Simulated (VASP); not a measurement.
Set up this calculation in VASP 6.6.1, as the native input.

| Item | Value |
| --- | --- |
| Task | single point |
| Functional | LDA |
| Potentials or basis | VASP PAW LDA potentials, release 64 (Co) |
| Cutoff | 520 eV |
| k mesh | 24 × 24 × 12 |
| Occupations | gaussian, width 0.15 eV |
| Spin | collinear spin, ferromagnetic start |
| Starting moments | [0.55, 0.55] μB |
| Fixed moment | 1.1 μB |
| Dipole correction | no |
| Further INCAR settings | ALGO = Fast; EDIFF = 1e-06; NBANDS = 20 |

The structure of Co lies in POSCAR:

```
Co
1.0
    2.4944345983      0.0000000000      0.0000000000
   -1.2472172991      2.1602437303      0.0000000000
    0.0000000000      0.0000000000      4.0236895499
Co
2
Direct
    0.6666666667      0.3333333333      0.2500000000
    0.3333333333      0.6666666667      0.7500000000
```

One way to write it, as run:

INCAR

```
SYSTEM = Co
PREC = Accurate
ENCUT = 520
EDIFF = 1E-6
ISMEAR = 0
SIGMA = 0.15
LREAL = .False.
LASPH = .True.
NELM = 150
ALGO = Fast
ISIF = 2
LWAVE = .False.
LCHARG = .False.
ISPIN = 2
MAGMOM = 0.55 0.55
LORBIT = 11
NUPDOWN = 1.1
LMAXMIX = 4
GGA = CA
NBANDS = 20
```

KPOINTS

```
Automatic mesh
0
Gamma
  24 24 12
  0 0 0
```

Potentials or basis: VASP PAW LDA potentials, release 64 (Co).

Run with:

```sh
$ cat potpaw_LDA.64/Co/POTCAR > POTCAR
$ mpirun -np 1 vasp_std > vasp.out
```

It gave:

The pressure is -27.2 GPa, the net moment is 1.10 μB per cell and the site moments are Co +0.55 μB. The valence electrons inside the program's atomic spheres are Co 8.28.

Caveat: the cell stands under tension; the total moment is fixed, so each spin has its own Fermi level.

Wall time 2.4 min on 1 thread of Intel(R) Xeon(R) 6975P-C (Granite Rapids) (shared host), peak memory 0.33 GiB.
